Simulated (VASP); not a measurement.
# Te (P3_121) in VASP: a series of runs

The runs below take Te through single point, with LDA.

All numbers are computed with VASP 6.6.1; they aren't measurements. Logs are shortened: lines on timing, memory, paths and dates and some standing lists are left out, and cuts for length are marked.

### 1 The cell of the first run

The structure is trigonal, space group P3_121 (No. 152). The conventional cell has a = 4.297 Å, b = 4.297 Å, c = 5.904 Å, α = 90.00°, β = 90.00°, γ = 120.00°. Within 3.8 Å of Te (site symmetry 2) lie 6 Te at 2.90 to 3.32 Å.

### 2 Single point, LDA

The input, INCAR:

```
SYSTEM = Te
PREC = Accurate
ENCUT = 520
EDIFF = 1E-6
ISMEAR = 1
SIGMA = 0.3
LREAL = .FALSE.
LASPH = .TRUE.
NELM = 100
ALGO = Normal
ISIF = 2
LWAVE = .FALSE.
LCHARG = .TRUE.
LELF = .TRUE.
LVHAR = .TRUE.
NBANDS = 16
```

The input, KPOINTS:

```
Automatic mesh
0
G
  9 9 6
  0 0 0
```

The input, POSCAR:

```
Te
1.0
    4.2966332825      0.0000000000      0.0000000000
   -2.1483166412      3.7209935734      0.0000000000
    0.0000000000      0.0000000000      5.9041060663
Te
3
Direct
    0.2855404168      1.0000000000      0.3333333333
    1.0000000000      0.2855404168      0.6666666667
    0.7144595832      0.7144595832      1.0000000000
```

Potentials or basis: VASP PAW LDA potentials, release 64 (Te).

Launch:

```sh
$ cat potpaw_LDA.64/Te/POTCAR > POTCAR
$ mpirun -np 1 vasp_std > vasp.out
```

OUTCAR:

```text
SYSTEM = Te
   PREC = Accurate
   ENCUT = 520
   EDIFF = 1E-6
   ISMEAR = 1
   LREAL = .FALSE.
   LASPH = .TRUE.
   NELM = 100
   ISIF = 2

 ion  position               nearest neighbor table
   1  0.286  0.000  0.333-   3 2.90   2 2.90   3 3.32   3 3.32   2 3.32   2 3.32
   2  0.000  0.286  0.667-   3 2.90   1 2.90   3 3.32   3 3.32   1 3.32   1 3.32
   3  0.714  0.714  0.000-   2 2.90   1 2.90   2 3.32   1 3.32   1 3.32   2 3.32

  LATTYP: Found a hexagonal cell.
 ALAT       =     4.2966332825
 C/A-ratio  =     1.3741238030

  Lattice vectors:

 A1 = (   4.2966332825,   0.0000000000,   0.0000000000)
 A2 = (  -2.1483166412,   3.7209935734,   0.0000000000)
 A3 = (   0.0000000000,   0.0000000000,   5.9041060663)

Analysis of symmetry for initial positions (statically):
=====================================================================
 Subroutine PRICEL returns:
 Original cell was already a primitive cell.

 Routine SETGRP: Setting up the symmetry group for a
 hexagonal supercell.

 Subroutine GETGRP returns: Found  6 space group operations
 (whereof  2 operations were pure point group operations)
 out of a pool of 24 trial point group operations.

The static configuration has the point symmetry C_2 .
 The point group associated with its full space group is D_3 .

Analysis of symmetry for dynamics (positions and initial velocities):
=====================================================================
 Subroutine PRICEL returns:
 Original cell was already a primitive cell.

 Routine SETGRP: Setting up the symmetry group for a
 hexagonal supercell.

 Subroutine GETGRP returns: Found  6 space group operations
 (whereof  2 operations were pure point group operations)
 out of a pool of 24 trial point group operations.

The dynamic configuration has the point symmetry C_2 .
 The point group associated with its full space group is D_3 .

 Subroutine INISYM returns: Found  6 space group operations
 (whereof  2 operations are pure point group operations),
 and found     1 'primitive' translations

----------------------------------------------------------------------------------------

                                     Primitive cell

  volume of cell :      94.3933

  direct lattice vectors                    reciprocal lattice vectors
     4.296633283  0.000000000  0.000000000     0.232740365  0.134372713  0.000000000
    -2.148316641  3.720993573  0.000000000     0.000000000  0.268745425  0.000000000
     0.000000000  0.000000000  5.904106066     0.000000000  0.000000000  0.169373651

  length of vectors
     4.296633283  4.296633282  5.904106066     0.268745425  0.268745425  0.169373651

  position of ions in fractional coordinates (direct lattice)
     0.285540417  0.000000000  0.333333333
     0.000000000  0.285540417  0.666666667
     0.714459583  0.714459583  0.000000000

  ion indices of the primitive-cell ions
   primitive index   ion index
                 1           1
                 2           2
                 3           3

----------------------------------------------------------------------------------------

 KPOINTS: Automatic mesh

Automatic generation of k-mesh.
 Grid dimensions read from file:
 generate k-points for:    9    9    6

 Generating k-lattice:

  Cartesian coordinates                     Fractional coordinates (reciprocal lattice)
     0.025860041  0.014930301  0.000000000     0.111111111  0.000000000  0.000000000
     0.000000000  0.029860603  0.000000000     0.000000000  0.111111111  0.000000000
     0.000000000  0.000000000  0.028228942     0.000000000  0.000000000  0.166666667

  Length of vectors
     0.029860603  0.029860603  0.028228942

  Shift w.r.t. Gamma in fractional coordinates (k-lattice)
     0.000000000  0.000000000  0.000000000

 Subroutine IBZKPT returns following result:
 ===========================================

 Found     62 irreducible k-points:

 Following reciprocal coordinates:
            Coordinates               Weight
  0.000000  0.000000  0.000000      1.000000
  0.111111  0.000000  0.000000      6.000000
  0.222222  0.000000  0.000000      6.000000
  0.333333  0.000000  0.000000      6.000000
  0.444444  0.000000  0.000000      6.000000
  0.111111  0.111111  0.000000      6.000000
[... 16 lines left out ...]
  0.222222  0.111111  0.166667     12.000000
 -0.111111  0.333333  0.166667     12.000000
 [... further k-points ...]
   k-points           NKPTS =     62   k-points in BZ     NKDIM =     62   number of bands    NBANDS=     16
   number of dos      NEDOS =    301   number of ions     NIONS =      3
   total plane-waves  NPLWV =  49152
   dimension x,y,z NGX =    32 NGY =   32 NGZ =   48
   dimension x,y,z NGXF=    64 NGYF=   64 NGZF=   96
   ions per type =               3
   NGX,Y,Z   is equivalent  to a cutoff of  12.38, 12.38, 13.52 a.u.
   NGXF,Y,Z  is equivalent  to a cutoff of  24.76, 24.76, 27.03 a.u.
 SYSTEM =  Te
   PREC   = accura    normal or accurate (medium, high low for compatibility)
   ISTART =      0    job   : 0-new  1-cont  2-samecut
   ICHARG =      2    charge: 1-file 2-atom 10-const
   ISPIN  =      1    spin polarized calculation?
   LNONCOLLINEAR =      F non collinear calculations
   LSORBIT =      F    spin-orbit coupling
   LASPH  =      T    aspherical Exc in radial PAW
   ENCUT  =  520.0 eV  38.22 Ry    6.18 a.u.   7.99  7.99 10.98*2*pi/ulx,y,z
   NELM   =    100;   NELMIN=  2; NELMDL= -5     # of ELM steps
   EDIFF  = 0.1E-05   stopping-criterion for ELM
   LREAL  =      F    real-space projection
   EDIFFG = 0.1E-04   stopping-criterion for IOM
   NSW    =      0    number of steps for IOM
   IBRION =     -1    ionic relax: 0-MD 1-quasi-New 2-CG
   NFREE  =      0    steps in history (QN), initial steepest desc. (CG)
   ISIF   =      2    stress and relaxation
   ISYM   =      2    0-nonsym 1-usesym 2-fastsym
   POTIM  = 0.5000    time-step for ionic-motion
   TEBEG  =    0.0;   TEEND  =   0.0 temperature during run
   PSTRESS=    0.0 pullay stress
   NELECT =      18.0000    total number of electrons
   NUPDOWN=      -1.0000    fix difference up-down
   EMIN   =  10.00;   EMAX   =-10.00  energy-range for DOS
   EFERMI =   0.00;   METHOD = LEGACY
   ISMEAR =     1;   SIGMA  =   0.30  broadening in eV -4-tet -1-fermi 0-gaus
   EFERMI_NEDOS =   21; number of points for ismear=-14 and -15
   IALGO  =     38    algorithm
   IMIX   =      4    mixing-type and parameters
     AMIX     =   0.40;   BMIX     =  1.00
     AMIX_MAG =   1.60;   BMIX_MAG =  1.00
  volume/ion in A,a.u.               =      31.46       212.33
  Fermi-wavevector in a.u.,A,eV,Ry     =   0.942291  1.780672 12.080790  0.887913
  Thomas-Fermi vector in A             =   2.069886
   LORBIT       =      0    0 simple, 1 ext, 2 COOP (PROOUT), +10 PAW based schemes
   GGA     = CA    functional components
   LHFCALC =     F    Hartree Fock is set to
   AEXX    =    0.0000 exact exchange contribution
   IVDW    =     0    specifies the selected vdW correction
   LEPSILON=     F    determine dielectric tensor
   LRPA    =     F    only Hartree local field effects (RPA)
 non-spin polarized calculation
 Methfessel and Paxton  Order N= 1 SIGMA  =   0.30
  energy-cutoff  :      520.00
  volume of cell :       94.39
 maximum number of plane-waves:      2562
   NGX = 15   NGY = 15   NGZ = 21

 number of electron      17.9999999 magnetization

 Free energy of the ion-electron system (eV)
  ---------------------------------------------------
  ext. energy  EPLUGINS =         0.00000000
  ---------------------------------------------------
  free energy    TOTEN  =       -11.40677994 eV

  energy without entropy =      -11.42447505  energy(sigma->0) =      -11.41267831

 E-fermi :   6.9609     XC(G=0):  -9.6453

 val. band max:        6.8392927967   @ k =   0.3333   0.3333   0.5000
 cond. band min:       7.0105356202   @ k =   0.0000   0.0000   0.5000
 fundamental gap:      0.1712428236
 Fermi energy:         6.9609464553

 k-point     1 :       0.0000    0.0000    0.0000
  band No.  band energies     occupation
      1      -7.2607      2.00000
      2      -3.7909      2.00000
      3      -3.7909      2.00000
      4       3.7923      2.00000
      5       4.1773      2.00000
      6       4.1773      2.00000
[... 8 lines left out ...]
     15      12.8746     -0.00000
     16      12.8746     -0.00000

 k-point     2 :       0.1111    0.0000    0.0000
  band No.  band energies     occupation
      1      -7.1593      2.00000
      2      -3.8007      2.00000
      3      -3.7568      2.00000
      4       2.9615      2.00000
      5       3.5754      2.00000
      6       3.8042      2.00000
[... 8 lines left out ...]
     15      12.7640     -0.00000
     16      13.0721      0.00000

 k-point     3 :       0.2222    0.0000    0.0000
  band No.  band energies     occupation
      1      -6.8642      2.00000
      2      -3.8967      2.00000
      3      -3.6606      2.00000
      4       1.9844      2.00000
      5       2.8319      2.00000
      6       3.3027      2.00000
[... 8 lines left out ...]
     15      13.0012      0.00000
     16      13.8251      0.00000

 k-point     4 :       0.3333    0.0000    0.0000
  band No.  band energies     occupation
      1      -6.4123      2.00000
      2      -4.1971      2.00000
      3      -3.5347      2.00000
      4       1.5512      2.00000
      5       2.2525      2.00000
      6       2.9090      2.00000
[... 8 lines left out ...]
     15      13.8696      0.00000
     16      14.7895      0.00000
[... 324 lines left out ...]
 k-point    22 :       0.1111    0.1111    0.1667
  band No.  band energies     occupation
      1      -6.8610      2.00000
      2      -4.6398      2.00000
      3      -2.9319      2.00000
      4       2.4236      2.00000
      5       2.7077      2.00000
      6       3.8137      2.00000
[... 8 lines left out ...]
     15      12.8722     -0.00000
     16      13.2791      0.00000

 k-point    23 :       0.2222    0.1111    0.1667
  band No.  band energies     occupation
      1      -6.4976      2.00000
      2      -4.4631      2.00000
      3      -3.3108      2.00000
      4       1.9835      2.00000
      5       2.3938      2.00000
      6       3.5448      2.00000
[... 8 lines left out ...]
     15      13.3088      0.00000
     16      13.9158      0.00000

 k-point    24 :      -0.1111    0.3333    0.1667
  band No.  band energies     occupation
      1      -6.4853      2.00000
      2      -4.5869      2.00000
      3      -3.1065      2.00000
      4       1.5555      2.00000
      5       2.2316      2.00000
      6       3.2403      2.00000
[... 8 lines left out ...]
     15      13.8744      0.00000
     16      14.7125      0.00000

 [... further k-points ...]

------------------------ aborting loop because EDIFF is reached ----------------------------------------

  FORCE on cell =-STRESS in cart. coord.  units (eV):
  Direction    XX          YY          ZZ          XY          YZ          ZX
  --------------------------------------------------------------------------------------
  -------------------------------------------------------------------------------------
  Total       -0.0505261     -0.0505261      0.1258761     -0.0000000      0.0000000     -0.0000000
  in kB       -0.8576011     -0.8576011      2.1365467     -0.0000000      0.0000000     -0.0000000
  external PRESSURE =       0.1404482 kB  Pullay stress =       0.0000000 kB

 VOLUME and BASIS-vectors are now :
 -----------------------------------------------------------------------------
  energy-cutoff  :      520.00
  volume of cell :       94.39
      direct lattice vectors                 reciprocal lattice vectors
     4.296633283  0.000000000  0.000000000     0.232740365  0.134372713  0.000000000
    -2.148316641  3.720993573  0.000000000     0.000000000  0.268745425  0.000000000
     0.000000000  0.000000000  5.904106066     0.000000000  0.000000000  0.169373651

 POSITION                                       TOTAL-FORCE (eV/Angst)
 -----------------------------------------------------------------------------------
      1.22686      0.00000      1.96804         0.017162     -0.000000     -0.000000
     -0.61343      1.06249      3.93607        -0.008581      0.014863      0.000000
      1.53489      2.65850      0.00000        -0.008581     -0.014863     -0.000000
 -----------------------------------------------------------------------------------
    total drift:                               -0.000000     -0.000000      0.000000

  FREE ENERGIE OF THE ION-ELECTRON SYSTEM (eV)
  ---------------------------------------------------
  free  energy   TOTEN  =       -11.4067799388 eV

  energy  without entropy=      -11.4244750453  energy(sigma->0) =      -11.41267831
```

Run time: 42 s. Hardware: 1 thread of AMD EPYC 9R45 (Zen 5), shared host; peak memory 0.19 GiB.

What came out:

```
Free energy            : -11.4068 eV
Pressure               : 0.0 GPa
Largest force          : 0.017 eV/Å
Band gap on the k mesh : zero (filled and empty bands touch)
```

Forces in eV/Å, atoms in the order of the input:
```
Te   0.017  0.000  0.000
Te  -0.009  0.015  0.000
Te  -0.009 -0.015  0.000
```

Stress tensor (GPa, compression positive):
```
-0.09  0.00  0.00
 0.00 -0.09  0.00
 0.00  0.00  0.21
```

Caveat: so wide a smearing shifts energies and pressures; spin-orbit coupling is left out, which moves the levels of the heavy elements.

(Continued in part 2 of 2.)

The gap in the log of VASP goes by the Fermi energy; the results here count the filled bands.